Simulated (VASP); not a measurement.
Set up this calculation in VASP 6.6.1, as the native input.

| Item | Value |
| --- | --- |
| Task | single point |
| Functional | r2SCAN |
| Potentials or basis | VASP PAW PBE potentials, release 64 (Rb_sv, Br) |
| Cutoff | 520 eV |
| k mesh | 6 × 6 × 6 |
| Occupations | gaussian, width 0.01 eV |
| Spin | no spin polarisation |
| Dipole correction | no |
| Further INCAR settings | ALGO = Normal; EDIFF = 1e-06; NBANDS = 15 |

Crystal: RbBr.

```xyz
2
Lattice="-0.1320 3.3289 3.3289 3.3289 -0.1320 3.3289 3.3289 3.3289 -0.1320" Properties=species:S:1:pos:R:3 pbc="T T T"
Rb    0.0000    0.0000    0.0000
Br    3.2629    3.2629    3.2629
```

This cell differs from its parent crystal: strain along [111] -5.7%.

One way to write it, as run:

POSCAR

```
RbBr
1.0
   -0.1319728349      3.3288532558      3.3288532558
    3.3288532558     -0.1319728349      3.3288532558
    3.3288532558      3.3288532558     -0.1319728349
Rb Br
1 1
Direct
    0.0000000000      0.0000000000      0.0000000000
    0.5000000000      0.5000000000      0.5000000000
```

INCAR.step1

```
SYSTEM = RbBr
  PREC = Accurate
  ENCUT = 520
  ISMEAR = 0
  SIGMA = 0.01
  LREAL = .False.
  LASPH = .True.
  NELM = 60
  NBANDS = 15
  GGA = PE
  ALGO = Normal
  EDIFF = 1E-4
  LWAVE = .True.
  LCHARG = .False.
```

INCAR.step2

```
SYSTEM = RbBr
  PREC = Accurate
  ENCUT = 520
  EDIFF = 1E-6
  ISMEAR = 0
  SIGMA = 0.01
  LREAL = .False.
  LASPH = .True.
  NELM = 60
  ALGO = Normal
  ISIF = 2
  LWAVE = .False.
  LCHARG = .True.
  METAGGA = R2SCAN
  LMIXTAU = .True.
  LELF = .True.
  LVHAR = .True.
  NBANDS = 15
  ISTART = 1
```

KPOINTS

```
regular mesh
0
Gamma
  6 6 6
  0 0 0
```

Potentials or basis: VASP PAW PBE potentials, release 64 (Rb_sv, Br).

Command:

```bash
$ cat potpaw_PBE.64/Rb_sv/POTCAR potpaw_PBE.64/Br/POTCAR > POTCAR
$ cp INCAR.step1 INCAR
$ mpirun -np 1 vasp_std > vasp.out
$ cp INCAR.step2 INCAR
$ mpirun -np 1 vasp_std > vasp.out
```

Results of the run:

The pressure is 1.0 GPa and the band gap on the k mesh is 4.98 eV, direct.

Caveat: the cell differs from its parent crystal (strain along [111] -5.7%); the PAW data sets were made with another functional, which shifts forces and pressure a little.

Run time: 92 s on 1 thread of AMD EPYC 9R45 96-Core Processor (Zen 5), with other jobs on the host, peak memory 0.2 GiB.
